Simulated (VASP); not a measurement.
C, 2 atoms in the cell. Symmetry: Fd-3m, No. 227, cubic system. The conventional cell has a = 3.558 Å, b = 3.558 Å, c = 3.558 Å, α = 90.00°, β = 90.00°, γ = 90.00°. Within 2.1 Å of C (site symmetry -43m) lie 4 C at 1.54 Å. 

- Program: VASP 6.6.1
- Task: single point
- Functional: r2SCAN
- Dispersion: rVV10
- Potentials or basis: VASP PAW PBE potentials, release 64 (C)
- Cutoff: 520 eV
- k mesh: 14 × 14 × 14
- Occupations: fermi-dirac, width 0.03 eV
- Spin: no spin polarisation
- Dipole correction: no
- Further INCAR settings: ALGO = Normal; EDIFF = 1e-06; NBANDS = 11

Potentials or basis: VASP PAW PBE potentials, release 64 (C).

The run is started by

```sh
$ cat potpaw_PBE.64/C/POTCAR > POTCAR
$ cp INCAR.step1 INCAR
$ mpirun -np 1 vasp_std > vasp.out
$ cp INCAR.step2 INCAR
$ mpirun -np 1 vasp_std > vasp.out
```

Hardware: 1 thread of Intel Xeon 6975P-C, on a shared host.

**Question.** How long does it take, and how much memory?

**Answer.** It took 39 s on 1 thread of Intel Xeon 6975P-C, with other jobs on the host, peak memory 0.18 GiB. Counts: k points 104.
